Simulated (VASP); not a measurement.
# BN (Pm) in VASP: a series of runs

Runs on BN. Level: LDA. Tasks: single point.

Program: VASP 6.6.1. These are calculated values, not measurements. Logs are shortened: lines on timing, memory, paths and dates and some standing lists are left out, and cuts for length are marked.

**1. The cell of the first run**

The structure is monoclinic, space group Pm (No. 6). The conventional cell has a = 2.498 Å, b = 6.636 Å, c = 2.498 Å, α = 90.00°, β = 120.00°, γ = 90.00°. B (site symmetry m) has 3 N at 1.42 to 1.46 Å within 1.9 Å. Within 1.9 Å of B (site symmetry m) lie 3 N at 1.44 Å. N (site symmetry m) has 3 B at 1.44 Å within 1.9 Å. N (site symmetry m) has 3 B at 1.42 to 1.46 Å within 1.9 Å.

**2. Single point, LDA**

The input, INCAR:

```
ALGO = Normal ; EDIFF = 1E-6
ENCUT = 520 ; GGA = CA
ISIF = 2 ; ISMEAR = 0
LASPH = True ; LCHARG = False
LREAL = False ; LWAVE = False
NBANDS = 16 ; NELM = 60
PREC = Accurate ; SIGMA = 0.01
```

The input, KPOINTS:

```
k-points
0
Gamma
  7 7 3
```

The input, POSCAR:

```
BN
1.0
    2.4982400000      0.0000000000      0.0000000000
   -1.2491200000      2.1635393000      0.0000000000
    0.0000000000      0.0000000000      6.6357000000
B N
2 2
Direct
    0.3233262899      0.6666666697      0.2500000000
    0.6666666674      0.3333333349      0.7500000000
    0.3333333349      0.6666666697      0.7500000000
    0.6666666674      0.3333333349      0.2500000000
```

Potentials or basis: VASP PAW LDA potentials, release 64 (B, N).

Command:

```sh
$ cat potpaw_LDA.64/B/POTCAR potpaw_LDA.64/N/POTCAR > POTCAR
$ mpirun -np 1 vasp_std > vasp.out
```

OUTCAR:

```text
EDIFF = 1E-6
   ENCUT = 520
   GGA = CA
   ISIF = 2
   ISMEAR = 0
   LASPH = True
   LREAL = False
   NELM = 60
   PREC = Accurate

 ion  position               nearest neighbor table
   1  0.323  0.667  0.250-   4 1.42   4 1.44   4 1.46
   2  0.667  0.333  0.750-   3 1.44   3 1.44   3 1.44
   3  0.333  0.667  0.750-   2 1.44   2 1.44   2 1.44
   4  0.667  0.333  0.250-   1 1.42   1 1.44   1 1.46

  LATTYP: Found a hexagonal cell.
 ALAT       =     2.4982400000
 C/A-ratio  =     2.6561499296

  Lattice vectors:

 A1 = (   2.4982400000,   0.0000000000,   0.0000000000)
 A2 = (  -1.2491200000,   2.1635393000,   0.0000000000)
 A3 = (   0.0000000000,   0.0000000000,   6.6357000000)

Analysis of symmetry for initial positions (statically):
=====================================================================
 Subroutine PRICEL returns:
 Original cell was already a primitive cell.

 Routine SETGRP: Setting up the symmetry group for a
 hexagonal supercell.

 Subroutine GETGRP returns: Found  2 space group operations
 (whereof  1 operations were pure point group operations)
 out of a pool of 24 trial point group operations.

The static configuration has the point symmetry C_1 .
 The point group associated with its full space group is C_1h.

Analysis of symmetry for dynamics (positions and initial velocities):
=====================================================================
 Subroutine PRICEL returns:
 Original cell was already a primitive cell.

 Routine SETGRP: Setting up the symmetry group for a
 hexagonal supercell.

 Subroutine GETGRP returns: Found  2 space group operations
 (whereof  1 operations were pure point group operations)
 out of a pool of 24 trial point group operations.

The dynamic configuration has the point symmetry C_1 .
 The point group associated with its full space group is C_1h.

 Subroutine INISYM returns: Found  2 space group operations
 (whereof  1 operations are pure point group operations),
 and found     1 'primitive' translations

----------------------------------------------------------------------------------------

                                     Primitive cell

  volume of cell :      35.8662

  direct lattice vectors                    reciprocal lattice vectors
     2.498240000  0.000000000  0.000000000     0.400281798  0.231102805  0.000000000
    -1.249120000  2.163539300  0.000000000     0.000000000  0.462205609  0.000000000
     0.000000000  0.000000000  6.635700000     0.000000000  0.000000000  0.150700002

  length of vectors
     2.498240000  2.498239996  6.635700000     0.462205608  0.462205609  0.150700002

  position of ions in fractional coordinates (direct lattice)
     0.323326290  0.666666670  0.250000000
     0.666666667  0.333333335  0.750000000
     0.333333335  0.666666670  0.750000000
     0.666666667  0.333333335  0.250000000

  ion indices of the primitive-cell ions
   primitive index   ion index
                 1           1
                 2           2
                 3           3
                 4           4

----------------------------------------------------------------------------------------

 KPOINTS: k-points

Automatic generation of k-mesh.
 Grid dimensions read from file:
 generate k-points for:    7    7    3

 Generating k-lattice:

  Cartesian coordinates                     Fractional coordinates (reciprocal lattice)
     0.057183114  0.033014686  0.000000000     0.142857143 -0.000000000  0.000000000
     0.000000000  0.066029373  0.000000000     0.000000000  0.142857143  0.000000000
     0.000000000  0.000000000  0.050233334     0.000000000  0.000000000  0.333333333

  Length of vectors
     0.066029373  0.066029373  0.050233334

  Shift w.r.t. Gamma in fractional coordinates (k-lattice)
     0.000000000  0.000000000  0.000000000

 Subroutine IBZKPT returns following result:
 ===========================================

 Found     50 irreducible k-points:

 Following reciprocal coordinates:
            Coordinates               Weight
  0.000000  0.000000  0.000000      1.000000
  0.142857 -0.000000  0.000000      2.000000
  0.000000  0.142857  0.000000      2.000000
 -0.142857  0.142857  0.000000      2.000000
  0.285714 -0.000000  0.000000      2.000000
  0.000000  0.285714  0.000000      2.000000
[... 16 lines left out ...]
  0.285714  0.285714  0.000000      2.000000
 -0.285714 -0.428571  0.000000      2.000000
 [... further k-points ...]
   k-points           NKPTS =     50   k-points in BZ     NKDIM =     50   number of bands    NBANDS=     16
   number of dos      NEDOS =    301   number of ions     NIONS =      4
   total plane-waves  NPLWV =  20000
   dimension x,y,z NGX =    20 NGY =   20 NGZ =   50
   dimension x,y,z NGXF=    40 NGYF=   40 NGZF=  100
   ions per type =               2   2
   NGX,Y,Z   is equivalent  to a cutoff of  13.31, 13.31, 12.53 a.u.
   NGXF,Y,Z  is equivalent  to a cutoff of  26.62, 26.62, 25.05 a.u.
 SYSTEM =  unknown system
   PREC   = accura    normal or accurate (medium, high low for compatibility)
   ISTART =      0    job   : 0-new  1-cont  2-samecut
   ICHARG =      2    charge: 1-file 2-atom 10-const
   ISPIN  =      1    spin polarized calculation?
   LNONCOLLINEAR =      F non collinear calculations
   LSORBIT =      F    spin-orbit coupling
   LASPH  =      T    aspherical Exc in radial PAW
   ENCUT  =  520.0 eV  38.22 Ry    6.18 a.u.   4.65  4.65 12.34*2*pi/ulx,y,z
   NELM   =     60;   NELMIN=  2; NELMDL= -5     # of ELM steps
   EDIFF  = 0.1E-05   stopping-criterion for ELM
   LREAL  =      F    real-space projection
   EDIFFG = 0.1E-04   stopping-criterion for IOM
   NSW    =      0    number of steps for IOM
   IBRION =     -1    ionic relax: 0-MD 1-quasi-New 2-CG
   NFREE  =      0    steps in history (QN), initial steepest desc. (CG)
   ISIF   =      2    stress and relaxation
   ISYM   =      2    0-nonsym 1-usesym 2-fastsym
   POTIM  = 0.5000    time-step for ionic-motion
   TEBEG  =    0.0;   TEEND  =   0.0 temperature during run
   PSTRESS=    0.0 pullay stress
   NELECT =      16.0000    total number of electrons
   NUPDOWN=      -1.0000    fix difference up-down
   EMIN   =  10.00;   EMAX   =-10.00  energy-range for DOS
   EFERMI =   0.00;   METHOD = LEGACY
   ISMEAR =     0;   SIGMA  =   0.01  broadening in eV -4-tet -1-fermi 0-gaus
   EFERMI_NEDOS =   21; number of points for ismear=-14 and -15
   IALGO  =     38    algorithm
   IMIX   =      4    mixing-type and parameters
     AMIX     =   0.40;   BMIX     =  1.00
     AMIX_MAG =   1.60;   BMIX_MAG =  1.00
  volume/ion in A,a.u.               =       8.97        60.51
  Fermi-wavevector in a.u.,A,eV,Ry     =   1.250891  2.363842 21.289433  1.564729
  Thomas-Fermi vector in A             =   2.384864
   LORBIT       =      0    0 simple, 1 ext, 2 COOP (PROOUT), +10 PAW based schemes
   GGA     = CA    functional components
   LHFCALC =     F    Hartree Fock is set to
   AEXX    =    0.0000 exact exchange contribution
   IVDW    =     0    specifies the selected vdW correction
   LEPSILON=     F    determine dielectric tensor
   LRPA    =     F    only Hartree local field effects (RPA)
 non-spin polarized calculation
 Gauss-broadening in eV      SIGMA  =   0.01
  energy-cutoff  :      520.00
  volume of cell :       35.87
 maximum number of plane-waves:       985
   NGX =  9   NGY =  9   NGZ = 25

 number of electron      16.0000003 magnetization

 Free energy of the ion-electron system (eV)
  ---------------------------------------------------
  ext. energy  EPLUGINS =         0.00000000
  ---------------------------------------------------
  free energy    TOTEN  =       -38.56354898 eV

  energy without entropy =      -38.56354898  energy(sigma->0) =      -38.56354898

 E-fermi :   2.3125     XC(G=0): -10.5394

 val. band max:        2.1767179110   @ k =   0.2857   0.2857   0.0000
 cond. band min:       6.4111322171   @ k =   0.4286   0.1429   0.0000
 fundamental gap:      4.2344143060
 Fermi energy:         2.3125249241

 k-point     1 :       0.0000    0.0000    0.0000
  band No.  band energies     occupation
      1     -15.4490      2.00000
      2     -15.1328      2.00000
      3      -4.1871      2.00000
      4      -1.9681      2.00000
      5       0.5754      2.00000
      6       0.8655      2.00000
[... 8 lines left out ...]
     15      14.6504      0.00000
     16      15.1189      0.00000

 k-point     2 :       0.1429   -0.0000    0.0000
  band No.  band energies     occupation
      1     -15.0515      2.00000
      2     -14.7501      2.00000
      3      -3.6332      2.00000
      4      -1.4729      2.00000
      5      -0.8246      2.00000
      6      -0.6223      2.00000
[... 8 lines left out ...]
     15      15.4055      0.00000
     16      15.8619      0.00000

 k-point     3 :       0.0000    0.1429    0.0000
  band No.  band energies     occupation
      1     -15.0501      2.00000
      2     -14.7487      2.00000
      3      -3.6347      2.00000
      4      -1.4751      2.00000
      5      -0.7033      2.00000
      6      -0.6200      2.00000
[... 8 lines left out ...]
     15      15.4805      0.00000
     16      15.8395      0.00000

 k-point     4 :      -0.1429    0.1429    0.0000
  band No.  band energies     occupation
      1     -15.0487      2.00000
      2     -14.7471      2.00000
      3      -3.6363      2.00000
      4      -1.4775      2.00000
      5      -0.6261      2.00000
      6      -0.4732      2.00000
[... 8 lines left out ...]
     15      15.6722      0.00000
     16      15.8006      0.00000

 k-point     5 :       0.2857   -0.0000    0.0000
  band No.  band energies     occupation
      1     -13.9336      2.00000
      2     -13.6802      2.00000
      3      -3.7544      2.00000
      4      -3.6299      2.00000
      5      -2.0393      2.00000
      6      -1.0635      2.00000
[... 8 lines left out ...]
     15      17.6467      0.00000
     16      19.0459      0.00000

 k-point     6 :       0.0000    0.2857    0.0000
  band No.  band energies     occupation
      1     -13.9275      2.00000
      2     -13.6740      2.00000
      3      -3.6855      2.00000
      4      -3.6108      2.00000
      5      -2.0473      2.00000
      6      -1.0795      2.00000
[... 8 lines left out ...]
     15      17.6260      0.00000
     16      19.2483      0.00000

 k-point     7 :      -0.2857    0.2857    0.0000
  band No.  band energies     occupation
      1     -13.9215      2.00000
      2     -13.6672      2.00000
      3      -3.6543      2.00000
      4      -3.5321      2.00000
      5      -2.0555      2.00000
      6      -1.2193      2.00000
[... 8 lines left out ...]
     15      17.6104      0.00000
     16      19.2764      0.00000

 k-point     8 :       0.4286    0.0000    0.0000
  band No.  band energies     occupation
      1     -12.5292      2.00000
      2     -12.3869      2.00000
      3      -6.2970      2.00000
      4      -6.2048      2.00000
      5      -1.8568      2.00000
      6      -1.7071      2.00000
[... 8 lines left out ...]
     15      17.0964      0.00000
     16      20.7868      0.00000

 k-point     9 :       0.0000    0.4286    0.0000
  band No.  band energies     occupation
      1     -12.5139      2.00000
      2     -12.3738      2.00000
      3      -6.2705      2.00000
      4      -6.1878      2.00000
      5      -1.8767      2.00000
      6      -1.8102      2.00000
[... 8 lines left out ...]
     15      17.0590      0.00000
     16      20.7933      0.00000
[... 172 lines left out ...]
 k-point    19 :       0.4286   -0.1429    0.0000
  band No.  band energies     occupation
      1     -12.9578      2.00000
      2     -12.7604      2.00000
      3      -5.1060      2.00000
      4      -5.0153      2.00000
      5      -2.5225      2.00000
      6      -2.4038      2.00000
[... 8 lines left out ...]
     15      16.9154      0.00000
     16      19.2831      0.00000

 k-point    20 :       0.4286    0.1429    0.0000
  band No.  band energies     occupation
      1     -12.0167      2.00000
      2     -11.9457      2.00000
      3      -6.5141      2.00000
      4      -6.4329      2.00000
      5      -2.9900      2.00000
      6      -2.8602      2.00000
[... 8 lines left out ...]
     15      16.3982      0.00000
     16      20.2309      0.00000

 k-point    21 :      -0.1429   -0.4286    0.0000
  band No.  band energies     occupation
      1     -12.0005      2.00000
      2     -11.9344      2.00000
      3      -6.4945      2.00000
      4      -6.4181      2.00000
      5      -3.0108      2.00000
      6      -2.9344      2.00000
[... 8 lines left out ...]
     15      16.3528      0.00000
     16      20.2248      0.00000

 k-point    22 :       0.4286    0.4286    0.0000
  band No.  band energies     occupation
      1     -11.9893      2.00000
      2     -11.9167      2.00000
      3      -6.4803      2.00000
      4      -6.3914      2.00000
      5      -3.0914      2.00000
      6      -2.9652      2.00000
[... 8 lines left out ...]
     15      16.3212      0.00000
     16      20.2204      0.00000

 k-point    23 :       0.2857    0.2857    0.0000
  band No.  band energies     occupation
      1     -11.8469      2.00000
      2     -11.7596      2.00000
      3      -5.8626      2.00000
      4      -5.7685      2.00000
      5      -4.3569      2.00000
      6      -4.2901      2.00000
[... 8 lines left out ...]
     15      18.4033      0.00000
     16      19.2434      0.00000

 k-point    24 :      -0.2857   -0.4286    0.0000
  band No.  band energies     occupation
      1     -11.8321      2.00000
      2     -11.7444      2.00000
      3      -5.8448      2.00000
      4      -5.7425      2.00000
      5      -4.3934      2.00000
      6      -4.3483      2.00000
[... 8 lines left out ...]
     15      18.1158      0.00000
     16      19.1113      0.00000

 [... further k-points ...]
[... 5 lines left out ...]
  --------------------------------------------------------------------------------------
  -------------------------------------------------------------------------------------
  Total       -0.7085528     -0.7294552     -0.1649659      0.3194776      0.0000000      0.0000000
  in kB      -31.6517054    -32.5854347     -7.3691779     14.2713576      0.0000000      0.0000000
  external PRESSURE =     -23.8687726 kB  Pullay stress =       0.0000000 kB

 VOLUME and BASIS-vectors are now :
 -----------------------------------------------------------------------------
  energy-cutoff  :      520.00
  volume of cell :       35.87
      direct lattice vectors                 reciprocal lattice vectors
     2.498240000  0.000000000  0.000000000     0.400281798  0.231102805  0.000000000
    -1.249120000  2.163539300  0.000000000     0.000000000  0.462205609  0.000000000
     0.000000000  0.000000000  6.635700000     0.000000000  0.000000000  0.150700002

 POSITION                                       TOTAL-FORCE (eV/Angst)
 -----------------------------------------------------------------------------------
     -0.02500      1.44236      1.65892         1.041850      0.040081      0.000000
      1.24912      0.72118      4.97677         0.000363     -0.000002      0.000000
      0.00000      1.44236      4.97677        -0.000708      0.000060      0.000000
      1.24912      0.72118      1.65892        -1.041504     -0.040139      0.000000
 -----------------------------------------------------------------------------------
    total drift:                               -0.000400      0.000002     -0.000000

  FREE ENERGIE OF THE ION-ELECTRON SYSTEM (eV)
  ---------------------------------------------------
  free  energy   TOTEN  =       -38.5635489776 eV

  energy  without entropy=      -38.5635489776  energy(sigma->0) =      -38.56354898
```

It took 12 s on 1 thread of Intel Xeon 6975P-C, shared host; peak memory 0.14 GiB.

What came out:

* Free energy: -38.5635 eV
* Pressure: -2.4 GPa
* Largest force: 1.043 eV/Å
* Band gap on the k mesh: 4.23 eV, indirect (least direct gap 4.43 eV)

Forces in eV/Å, atoms in the order of the input:
```
B    1.042  0.040  0.000
B    0.000  0.000  0.000
N   -0.001  0.000  0.000
N   -1.042 -0.040  0.000
```

Stress tensor (GPa, compression positive):
```
-3.17  1.43  0.00
 1.43 -3.26  0.00
 0.00  0.00 -0.74
```

Caveat: forces of over 1 eV/Å act on the atoms, so gaps and moduli don't describe the material at rest. Expect the measured gap to be larger: semilocal functionals such as LDA lack the derivative discontinuity.

(Continued in part 2 of 2.)
